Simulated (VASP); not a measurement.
## SnO: single point with PBEsol+D3(BJ)

The system is SnO.

```
Sn O
1.0
     3.31862    0.00000    0.00000
     0.00000    5.68856    0.00000
     0.00000    0.00000    3.76460
Sn O
2 2
Direct
  0.00000 0.23658 0.53305
  0.50000 0.76342 0.03305
  0.00000 0.88166 0.71695
  0.50000 0.11834 0.21695
```

```json
{"Program": "VASP 6.6.1", "Task": "single point", "Functional": "PBEsol", "Dispersion": "D3(BJ)", "Potentials or basis": "VASP PAW PBE potentials, release 64 (Sn_d, O)", "Cutoff": "520 eV", "k mesh": "8 × 6 × 8", "Occupations": "gaussian, width 0.02 eV", "Spin": "no spin polarisation"}
```

The pressure is -1.2 GPa. The largest force is 0.086 eV/Å and the band gap on the k mesh is 1.15 eV (least direct gap 1.77 eV). The dispersion energy per atom is -0.212 eV.

Forces in eV/Å, atoms in the order of the input:
```
Sn   0.000  0.081  0.030
Sn   0.000 -0.081  0.030
O    0.000 -0.001 -0.030
O    0.000  0.001 -0.030
```

Levels at points of the mesh, in eV from the valence-band top:
```
           k point  band 18  band 19  band 20  band 21  band 22  band 23
(0.00, 0.00, 0.00)    -2.79    -2.33     0.00     3.18     3.50     6.39
(0.50, 0.00, 0.00)    -2.87    -1.33    -1.33     2.45     2.45     5.84
(0.00, 0.50, 0.00)    -2.82    -2.00    -1.66     3.26     4.65     5.11
(0.50, 0.50, 0.00)    -2.85    -1.22    -1.22     1.98     1.98     6.38
(0.00, 0.00, 0.50)    -3.36    -1.47    -1.47     2.38     2.38     5.60
(0.50, 0.00, 0.50)    -3.75    -1.36    -1.36     2.11     2.11     4.60
(0.00, 0.50, 0.50)    -3.21    -1.57    -1.57     1.91     1.91     5.92
(0.50, 0.50, 0.50)    -4.03    -0.55    -0.55     2.29     2.29     4.16
```

It took 77 s on 1 thread of Intel(R) Xeon(R) 6975P-C (Granite Rapids), with other jobs on the host, peak memory 0.29 GiB.

Caveat: the PAW data sets were made with another functional, which shifts forces and pressure a little; spin-orbit coupling is left out, which moves the levels of the heavy elements. A k mesh can miss the band edges.
